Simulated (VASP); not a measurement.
A run of VASP 6.6.1:

POSCAR

```
PbO2
1.0
    0.0000000000      2.7110441258      2.7110441258
    2.7110441258      0.0000000000      2.7110441258
    2.7110441258      2.7110441258      0.0000000000
Pb O
1 2
Direct
    0.0000000000      0.0000000000      0.0000000000
    0.2500000000      0.2500000000      0.2500000000
    0.7500000000      0.7500000000      0.7500000000
```

The input INCAR.step1:

```
  PREC = Accurate
  ENCUT = 520
  ISMEAR = 0
  SIGMA = 0.1
  LREAL = False
  LASPH = True
  NELM = 80
  NBANDS = 20
  GGA = PE
  ALGO = Normal
  EDIFF = 1E-4
  LWAVE = True
  LCHARG = False
```

The input INCAR.step2:

```
  PREC = Accurate
  ENCUT = 520
  EDIFF = 1E-6
  ISMEAR = 0
  SIGMA = 0.1
  LREAL = False
  LASPH = True
  NELM = 80
  ALGO = Normal
  ISIF = 2
  LWAVE = False
  LCHARG = False
  METAGGA = R2SCAN
  LMIXTAU = True
  NBANDS = 20
  ISTART = 1
```

KPOINTS

```
regular mesh
0
Gamma
  14 14 14
```

Potentials or basis: VASP PAW PBE potentials, release 64 (Pb_d, O).

Run with:

```bash
$ cat potpaw_PBE.64/Pb_d/POTCAR potpaw_PBE.64/O/POTCAR > POTCAR
$ cp INCAR.step1 INCAR
$ mpirun -np 1 vasp_std > vasp.out
$ cp INCAR.step2 INCAR
$ mpirun -np 1 vasp_std > vasp.out
```

Hardware: 1 thread of Intel(R) Xeon(R) 6975P-C (Granite Rapids), with other jobs on the host.

Question: How long does it take, and how much memory?

Answer: Wall time 4.9 min on 1 thread of Intel(R) Xeon(R) 6975P-C (Granite Rapids), on a shared host, peak memory 0.23 GiB. Counts: k points 104.
